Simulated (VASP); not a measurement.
Input of a VASP 6.6.1 run:

INCAR

```
SYSTEM = AlRu
ALGO = Normal
EDIFF = 1E-7
EDIFFG = -0.001
ENCUT = 600
GGA = PE
IBRION = 2
ISIF = 3
ISMEAR = -1
LASPH = .True.
LCHARG = .False.
LREAL = .False.
LWAVE = .False.
NELM = 60
NSW = 80
PREC = Accurate
PSTRESS = 150.0
SIGMA = 0.15
```

Contents of KPOINTS:

```
k-points
0
Gamma
  14 14 14
  0 0 0
```

Contents of POSCAR:

```
AlRu
1.0
    2.9696942684      0.0000000000      0.0000000000
    0.0000000000      2.9696942684      0.0000000000
    0.0000000000      0.0000000000      2.9696942684
Al Ru
1 1
Direct
    0.0000000000      0.0000000000      0.0000000000
    0.5000000000      0.5000000000      0.5000000000
```

Potentials or basis: VASP PAW PBE potentials, release 64 (Al, Ru_pv).

Launch:

```console
$ cat potpaw_PBE.64/Al/POTCAR potpaw_PBE.64/Ru_pv/POTCAR > POTCAR
$ mpirun -np 1 vasp_std > vasp.out
```

Question: Estimate the relaxed volume.

Answer: 12.73 Å³/atom.

Question: Predict the relaxed cell.

Answer: a = 2.942 Å, b = 2.942 Å, c = 2.942 Å, α = 90.00°, β = 90.00°, γ = 90.00°.

Final structure:
```
CELL_PARAMETERS angstrom
2.94207 0.00000 0.00000
0.00000 2.94207 0.00000
0.00000 0.00000 2.94207
ATOMIC_POSITIONS crystal
Al 0.00000 0.00000 0.00000
Ru 0.50000 0.50000 0.50000
```

Caveat: the cell is relaxed towards a set pressure, so the enthalpy falls and the energy may rise.
